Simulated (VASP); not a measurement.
Write the native input for VASP 6.6.1 that does the following.

- Task: single point
- Functional: PBE
- Potentials or basis: VASP PAW PBE potentials, release 64 (Ba_sv, Ti_sv, O)
- Cutoff: 520 eV
- k mesh: 7 × 7 × 7
- Occupations: fermi-dirac, width 0.03 eV
- Spin: no spin polarisation
- Dipole correction: no
- Further INCAR settings: ALGO = Normal; EDIFF = 1e-06; NBANDS = 28

The structure of BaTiO3 lies in POSCAR:

```
BaTiO3
1.0
    4.0524349834      0.0000000000      0.0000000000
    0.0000000000      4.0524349834      0.0000000000
    0.0000000000      0.0000000000      4.0708744846
Ba Ti O
1 1 3
Direct
    0.0000000000      0.0000000000      0.0000000000
    0.5000000000      0.5000000000      0.5000000000
    0.5000000000      0.5000000000      0.0000000000
    0.5000000000      0.0000000000      0.5000000000
    0.0000000000      0.5000000000      0.5000000000
```

One way to write it, as run:

INCAR

```
PREC = Accurate
ENCUT = 520
EDIFF = 1E-6
ISMEAR = -1
SIGMA = 0.03
LREAL = False
LASPH = True
NELM = 80
ALGO = Normal
ISIF = 2
LWAVE = False
LCHARG = False
GGA = PE
NBANDS = 28
```

KPOINTS

```
regular mesh
0
Gamma
  7 7 7
```

Potentials or basis: VASP PAW PBE potentials, release 64 (Ba_sv, Ti_sv, O).

Launch:

```bash
$ cat potpaw_PBE.64/Ba_sv/POTCAR potpaw_PBE.64/Ti_sv/POTCAR potpaw_PBE.64/O/POTCAR > POTCAR
$ mpirun -np 1 vasp_std > vasp.out
```

Results of the run:

The pressure is -2.9 GPa and the band gap on the k mesh is 1.71 eV (least direct gap 1.84 eV).

Caveat: spin-orbit coupling is left out, which moves the levels of the heavy elements; an odd mesh through Γ misses points on the zone boundary, where band edges can lie.

It took 51 s on 1 thread of Intel(R) Xeon(R) Platinum 8488C (Sapphire Rapids) (shared host), peak memory 0.22 GiB.
